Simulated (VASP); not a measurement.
# FeSi (P2_13) in VASP: settings compared

FeSi is run at these levels: LDA, PBE; tasks: single point.

All numbers are computed with VASP 6.6.1; they aren't measurements. Logs are shortened: lines on timing, memory, paths and dates and some standing lists are left out, and cuts for length are marked.

**1. The cell of the first run**

The structure is cubic, space group P2_13 (No. 198). The conventional cell has a = 4.369 Å, b = 4.369 Å, c = 4.369 Å, α = 90.00°, β = 90.00°, γ = 90.00°. Fe (site symmetry 3) has 7 Si at 2.24 to 2.45 Å and 6 Fe at 2.68 Å within 3.0 Å. Si (site symmetry 3) has 7 Fe at 2.24 to 2.45 Å and 6 Si at 2.71 Å within 3.0 Å.

**2. Single point, LDA**

INCAR

```
SYSTEM = FeSi
PREC     = Accurate       ! precision mode
ENCUT    = 520            ! plane-wave cutoff, eV
EDIFF    = 1E-7           ! SCF threshold, eV
ISMEAR   = -1             ! smearing method
SIGMA    = 0.02           ! smearing width, eV
LREAL    = .False.        ! projectors in reciprocal space
LASPH    = .True.         ! aspherical terms in the spheres
NELM     = 80             ! most SCF steps
ALGO     = Normal         ! electronic algorithm
ISIF     = 2              ! what is computed and relaxed
LWAVE    = .False.        ! write WAVECAR
LCHARG   = .True.         ! write CHGCAR
LELF     = .True.         ! ELF
LVHAR    = .True.       
NBANDS   = 34             ! bands
```

KPOINTS

```
Automatic mesh
0
Gamma
  6 6 6
  0 0 0
```

POSCAR

```
FeSi
1.0
    4.3689610424      0.0000000000      0.0000000000
    0.0000000000      4.3689610424      0.0000000000
    0.0000000000      0.0000000000      4.3689610424
Fe Si
4 4
Direct
    0.8631718556      0.6368281444      0.3631718556
    0.6368281444      0.3631718556      0.8631718556
    0.3631718556      0.8631718556      0.6368281444
    0.1368281444      0.1368281444      0.1368281444
    0.1591730332      0.3408269668      0.6591730332
    0.3408269668      0.6591730332      0.1591730332
    0.6591730332      0.1591730332      0.3408269668
    0.8408269668      0.8408269668      0.8408269668
```

Potentials or basis: VASP PAW LDA potentials, release 64 (Fe, Si).

The run is started by

```console
> cat potpaw_LDA.64/Fe/POTCAR potpaw_LDA.64/Si/POTCAR > POTCAR
> mpirun -np 1 vasp_std > vasp.out
```

OUTCAR:

```text
SYSTEM = FeSi
   PREC = Accurate
   ENCUT = 520
   EDIFF = 1E-7
   ISMEAR = -1
   LREAL = .False.
   LASPH = .True.
   NELM = 80
   ISIF = 2

 ion  position               nearest neighbor table
   1  0.863  0.637  0.363-   5 2.24   6 2.27   7 2.27   8 2.27   7 2.45   8 2.45   6 2.45   2 2.68
                             2 2.68   3 2.68   4 2.68   3 2.68   4 2.68
   2  0.637  0.363  0.863-   6 2.24   5 2.27   7 2.27   8 2.27   5 2.45   7 2.45   8 2.45   1 2.68
                             1 2.68   3 2.68   3 2.68   4 2.68   4 2.68
   3  0.363  0.863  0.637-   7 2.24   6 2.27   5 2.27   8 2.27   6 2.45   5 2.45   8 2.45   1 2.68
                             4 2.68   2 2.68   2 2.68   1 2.68   4 2.68
   4  0.137  0.137  0.137-   8 2.24   6 2.27   7 2.27   5 2.27   6 2.45   5 2.45   7 2.45   2 2.68
                             3 2.68   1 2.68   3 2.68   1 2.68   2 2.68
   5  0.159  0.341  0.659-   1 2.24   2 2.27   3 2.27   4 2.27   3 2.45   4 2.45   2 2.45   8 2.71
                             6 2.71   6 2.71   8 2.71   7 2.71   7 2.71
   6  0.341  0.659  0.159-   2 2.24   1 2.27   3 2.27   4 2.27   1 2.45   3 2.45   4 2.45   8 2.71
                             5 2.71   5 2.71   7 2.71   7 2.71   8 2.71
   7  0.659  0.159  0.341-   3 2.24   2 2.27   1 2.27   4 2.27   2 2.45   1 2.45   4 2.45   8 2.71
                             8 2.71   5 2.71   6 2.71   6 2.71   5 2.71
   8  0.841  0.841  0.841-   4 2.24   2 2.27   3 2.27   1 2.27   2 2.45   1 2.45   3 2.45   5 2.71
                             6 2.71   7 2.71   7 2.71   5 2.71   6 2.71

  LATTYP: Found a simple cubic cell.
 ALAT       =     4.3689610424

  Lattice vectors:

 A1 = (   4.3689610424,   0.0000000000,   0.0000000000)
 A2 = (   0.0000000000,   4.3689610424,   0.0000000000)
 A3 = (   0.0000000000,   0.0000000000,   4.3689610424)

Analysis of symmetry for initial positions (statically):
=====================================================================
 Subroutine PRICEL returns:
 Original cell was already a primitive cell.

 Routine SETGRP: Setting up the symmetry group for a
 simple cubic supercell.

 Subroutine GETGRP returns: Found 12 space group operations
 (whereof  3 operations were pure point group operations)
 out of a pool of 48 trial point group operations.

The static configuration has the point symmetry C_3 .
 The point group associated with its full space group is T   .

Analysis of symmetry for dynamics (positions and initial velocities):
=====================================================================
 Subroutine PRICEL returns:
 Original cell was already a primitive cell.

 Routine SETGRP: Setting up the symmetry group for a
 simple cubic supercell.

 Subroutine GETGRP returns: Found 12 space group operations
 (whereof  3 operations were pure point group operations)
 out of a pool of 48 trial point group operations.

The dynamic configuration has the point symmetry C_3 .
 The point group associated with its full space group is T   .

 Subroutine INISYM returns: Found 12 space group operations
 (whereof  3 operations are pure point group operations),
 and found     1 'primitive' translations

----------------------------------------------------------------------------------------

                                     Primitive cell

  volume of cell :      83.3939

  direct lattice vectors                    reciprocal lattice vectors
     4.368961042  0.000000000  0.000000000     0.228887369  0.000000000  0.000000000
     0.000000000  4.368961042  0.000000000     0.000000000  0.228887369  0.000000000
     0.000000000  0.000000000  4.368961042     0.000000000  0.000000000  0.228887369

  length of vectors
     4.368961042  4.368961042  4.368961042     0.228887369  0.228887369  0.228887369

  position of ions in fractional coordinates (direct lattice)
     0.863171856  0.636828144  0.363171856
     0.636828144  0.363171856  0.863171856
     0.363171856  0.863171856  0.636828144
     0.136828144  0.136828144  0.136828144
     0.159173033  0.340826967  0.659173033
     0.340826967  0.659173033  0.159173033
     0.659173033  0.159173033  0.340826967
     0.840826967  0.840826967  0.840826967

  ion indices of the primitive-cell ions
   primitive index   ion index
                 1           1
                 2           2
                 3           3
                 4           4
                 5           5
                 6           6
                 7           7
                 8           8

----------------------------------------------------------------------------------------

 KPOINTS: Automatic mesh

Automatic generation of k-mesh.
 Grid dimensions read from file:
 generate k-points for:    6    6    6

 Generating k-lattice:

  Cartesian coordinates                     Fractional coordinates (reciprocal lattice)
     0.038147895  0.000000000  0.000000000     0.166666667  0.000000000  0.000000000
     0.000000000  0.038147895  0.000000000     0.000000000  0.166666667  0.000000000
     0.000000000  0.000000000  0.038147895     0.000000000  0.000000000  0.166666667

  Length of vectors
     0.038147895  0.038147895  0.038147895

  Shift w.r.t. Gamma in fractional coordinates (k-lattice)
     0.000000000  0.000000000  0.000000000

 Subroutine IBZKPT returns following result:
 ===========================================

 Found     24 irreducible k-points:

 Following reciprocal coordinates:
            Coordinates               Weight
  0.000000  0.000000  0.000000      1.000000
  0.166667  0.000000  0.000000      6.000000
  0.333333  0.000000  0.000000      6.000000
  0.500000  0.000000  0.000000      3.000000
  0.166667  0.166667  0.000000     12.000000
  0.333333  0.166667  0.000000     12.000000
[... 16 lines left out ...]
  0.500000  0.500000  0.333333      6.000000
  0.500000  0.500000  0.500000      1.000000
   k-points           NKPTS =     24   k-points in BZ     NKDIM =     24   number of bands    NBANDS=     34
   number of dos      NEDOS =    301   number of ions     NIONS =      8
   total plane-waves  NPLWV =  32768
   dimension x,y,z NGX =    32 NGY =   32 NGZ =   32
   dimension x,y,z NGXF=    64 NGYF=   64 NGZF=   64
   ions per type =               4   4
   NGX,Y,Z   is equivalent  to a cutoff of  12.18, 12.18, 12.18 a.u.
   NGXF,Y,Z  is equivalent  to a cutoff of  24.35, 24.35, 24.35 a.u.
 SYSTEM =  FeSi
   PREC   = accura    normal or accurate (medium, high low for compatibility)
   ISTART =      0    job   : 0-new  1-cont  2-samecut
   ICHARG =      2    charge: 1-file 2-atom 10-const
   ISPIN  =      1    spin polarized calculation?
   LNONCOLLINEAR =      F non collinear calculations
   LSORBIT =      F    spin-orbit coupling
   LASPH  =      T    aspherical Exc in radial PAW
   ENCUT  =  520.0 eV  38.22 Ry    6.18 a.u.   8.12  8.12  8.12*2*pi/ulx,y,z
   NELM   =     80;   NELMIN=  2; NELMDL= -5     # of ELM steps
   EDIFF  = 0.1E-06   stopping-criterion for ELM
   LREAL  =      F    real-space projection
   EDIFFG = 0.1E-05   stopping-criterion for IOM
   NSW    =      0    number of steps for IOM
   IBRION =     -1    ionic relax: 0-MD 1-quasi-New 2-CG
   NFREE  =      0    steps in history (QN), initial steepest desc. (CG)
   ISIF   =      2    stress and relaxation
   ISYM   =      2    0-nonsym 1-usesym 2-fastsym
   POTIM  = 0.5000    time-step for ionic-motion
   TEBEG  =    0.0;   TEEND  =   0.0 temperature during run
   PSTRESS=    0.0 pullay stress
   NELECT =      48.0000    total number of electrons
   NUPDOWN=      -1.0000    fix difference up-down
   EMIN   =  10.00;   EMAX   =-10.00  energy-range for DOS
   EFERMI =   0.00;   METHOD = LEGACY
   ISMEAR =    -1;   SIGMA  =   0.02  broadening in eV -4-tet -1-fermi 0-gaus
   EFERMI_NEDOS =   21; number of points for ismear=-14 and -15
   IALGO  =     38    algorithm
   IMIX   =      4    mixing-type and parameters
     AMIX     =   0.40;   BMIX     =  1.00
     AMIX_MAG =   1.60;   BMIX_MAG =  1.00
  volume/ion in A,a.u.               =      10.42        70.35
  Fermi-wavevector in a.u.,A,eV,Ry     =   1.361791  2.573412 25.231654  1.854474
  Thomas-Fermi vector in A             =   2.488336
   LORBIT       =      0    0 simple, 1 ext, 2 COOP (PROOUT), +10 PAW based schemes
   GGA     = CA    functional components
   LHFCALC =     F    Hartree Fock is set to
   AEXX    =    0.0000 exact exchange contribution
   IVDW    =     0    specifies the selected vdW correction
   LEPSILON=     F    determine dielectric tensor
   LRPA    =     F    only Hartree local field effects (RPA)
 non-spin polarized calculation
  energy-cutoff  :      520.00
  volume of cell :       83.39
 maximum number of plane-waves:      2272
   NGX = 17   NGY = 17   NGZ = 17

 number of electron      47.9999998 magnetization

 Free energy of the ion-electron system (eV)
  ---------------------------------------------------
  ext. energy  EPLUGINS =         0.00000000
  ---------------------------------------------------
  free energy    TOTEN  =       -66.55493661 eV

  energy without entropy =      -66.55286096  energy(sigma->0) =      -66.55389879

 E-fermi :  10.4276     XC(G=0): -13.2371

 val. band max:       10.3567868272   @ k =   0.1667   0.1667   0.1667
 cond. band min:      10.4996352860   @ k =   0.3333   0.1667   0.1667
 fundamental gap:      0.1428484589
 Fermi energy:        10.4276335904

 k-point     1 :       0.0000    0.0000    0.0000
  band No.  band energies     occupation
      1      -3.2281      2.00000
      2       2.2828      2.00000
      3       2.2828      2.00000
      4       2.2828      2.00000
      5       5.1280      2.00000
      6       5.1280      2.00000
[... 26 lines left out ...]
     33      14.9623      0.00000
     34      14.9623      0.00000

 k-point     2 :       0.1667    0.0000    0.0000
  band No.  band energies     occupation
      1      -3.0136      2.00000
      2       1.2060      2.00000
      3       2.4022      2.00000
      4       3.0285      2.00000
      5       4.5182      2.00000
      6       5.2573      2.00000
[... 806 lines left out ...]
 k-point    24 :       0.5000    0.5000    0.5000
  band No.  band energies     occupation
      1       1.0653      2.00000
      2       1.0653      2.00000
      3       1.0653      2.00000
      4       1.0653      2.00000
      5       3.6860      2.00000
      6       3.6860      2.00000
[... 26 lines left out ...]
     33      16.8237      0.00000
     34      16.8237      0.00000

------------------------ aborting loop because EDIFF is reached ----------------------------------------

  FORCE on cell =-STRESS in cart. coord.  units (eV):
  Direction    XX          YY          ZZ          XY          YZ          ZX
  --------------------------------------------------------------------------------------
  -------------------------------------------------------------------------------------
  Total        0.4393317      0.4393317      0.4393317      0.0000000      0.0000000      0.0000000
  in kB        8.4405084      8.4405084      8.4405084      0.0000000      0.0000000      0.0000000
  external PRESSURE =       8.4405084 kB  Pullay stress =       0.0000000 kB

 VOLUME and BASIS-vectors are now :
 -----------------------------------------------------------------------------
  energy-cutoff  :      520.00
  volume of cell :       83.39
      direct lattice vectors                 reciprocal lattice vectors
     4.368961042  0.000000000  0.000000000     0.228887369  0.000000000  0.000000000
     0.000000000  4.368961042  0.000000000     0.000000000  0.228887369  0.000000000
     0.000000000  0.000000000  4.368961042     0.000000000  0.000000000  0.228887369

 POSITION                                       TOTAL-FORCE (eV/Angst)
 -----------------------------------------------------------------------------------
      3.77116      2.78228      1.58668        -0.028400      0.028400     -0.028400
      2.78228      1.58668      3.77116         0.028400     -0.028400     -0.028400
      1.58668      3.77116      2.78228        -0.028400     -0.028400      0.028400
      0.59780      0.59780      0.59780         0.028400      0.028400      0.028400
      0.69542      1.48906      2.87990        -0.004296      0.004296     -0.004296
      1.48906      2.87990      0.69542         0.004296     -0.004296     -0.004296
      2.87990      0.69542      1.48906        -0.004296     -0.004296      0.004296
      3.67354      3.67354      3.67354         0.004296      0.004296      0.004296
 -----------------------------------------------------------------------------------
    total drift:                                0.000000     -0.000000     -0.000000

  FREE ENERGIE OF THE ION-ELECTRON SYSTEM (eV)
  ---------------------------------------------------
  free  energy   TOTEN  =       -66.5549366146 eV

  energy  without entropy=      -66.5528609636  energy(sigma->0) =      -66.55389879
```

Run time: 24 s. Hardware: 1 thread of Intel Xeon 6975P-C (Granite Rapids), shared host; peak memory 0.18 GiB.

What came out:

```
Free energy            : -66.5549 eV
Pressure               : 0.8 GPa
Largest force          : 0.049 eV/Å
Band gap on the k mesh : 0.14 eV (least direct gap 0.16 eV)
```

Forces on the atoms (eV/Å):
```
Fe  -0.028  0.028 -0.028
Fe   0.028 -0.028 -0.028
Fe  -0.028 -0.028  0.028
Fe   0.028  0.028  0.028
Si  -0.004  0.004 -0.004
Si   0.004 -0.004 -0.004
Si  -0.004 -0.004  0.004
Si   0.004  0.004  0.004
```

A k mesh can miss the band edges. Spin polarisation is off, so any magnetic state and its effect on volume and gap are missing.

**3. Single point, PBE**

This run uses another cell than the first one, of 10.67 Å³/atom.

INCAR

```
PREC = Accurate ; ENCUT = 520
EDIFF = 1E-7 ; ISMEAR = -1
SIGMA = 0.02 ; LREAL = F
LASPH = T ; NELM = 60
ALGO = Normal ; ISIF = 2
LWAVE = F ; LCHARG = F
GGA = PE ; NBANDS = 34
```

KPOINTS

```
Automatic mesh
0
Gamma
  6 6 6
```

POSCAR

```
FeSi
1.0
    4.4030518950      0.0000000000      0.0000000000
    0.0000000000      4.4030518950      0.0000000000
    0.0000000000      0.0000000000      4.4030518950
Fe Si
4 4
Direct
    0.8633399905      0.6366600095      0.3633399905
    0.6366600095      0.3633399905      0.8633399905
    0.3633399905      0.8633399905      0.6366600095
    0.1366600095      0.1366600095      0.1366600095
    0.1588681659      0.3411318341      0.6588681659
    0.3411318341      0.6588681659      0.1588681659
    0.6588681659      0.1588681659      0.3411318341
    0.8411318341      0.8411318341      0.8411318341
```

Potentials or basis: VASP PAW PBE potentials, release 64 (Fe, Si).

The run is started by

```console
> cat potpaw_PBE.64/Fe/POTCAR potpaw_PBE.64/Si/POTCAR > POTCAR
> mpirun -np 1 vasp_std > vasp.out
```

Run time: 39 s. Hardware: 1 thread of Intel Xeon 6975P-C (Granite Rapids), shared host; peak memory 0.22 GiB.

It converged, with:

```yaml
Free_energy: -58.7221 eV
Pressure: 7.5 GPa
Largest_force: 0.104 eV/Å
Band_gap_on_the_k_mesh: 0.18 eV
```

Forces in eV/Å, atoms in the order of the input:
```
Fe  -0.060  0.060 -0.060
Fe   0.060 -0.060 -0.060
Fe  -0.060 -0.060  0.060
Fe   0.060  0.060  0.060
Si  -0.010  0.010 -0.010
Si   0.010 -0.010 -0.010
Si  -0.010 -0.010  0.010
Si   0.010  0.010  0.010
```

Levels at points of the mesh, in eV from the valence-band top:
```tsv
k point	band 21	band 22	band 23	band 24	band 25	band 26	band 27	band 28
(0.00, 0.00, 0.00)	-0.29	-0.29	-0.04	-0.04	0.70	0.70	0.70	3.19
(0.50, 0.00, 0.00)	-0.39	-0.39	0.00	0.00	0.21	0.21	1.79	1.79
(0.50, 0.50, 0.00)	-1.05	-1.05	-0.37	-0.37	0.67	0.67	1.37	1.37
(0.50, 0.50, 0.50)	-0.69	-0.69	-0.69	-0.69	0.53	0.53	0.53	0.53
```

Caveat: the cell stands under pressure. Spin polarisation is off, so any magnetic state and its effect on volume and gap are missing.

[end of part 1 of 2]
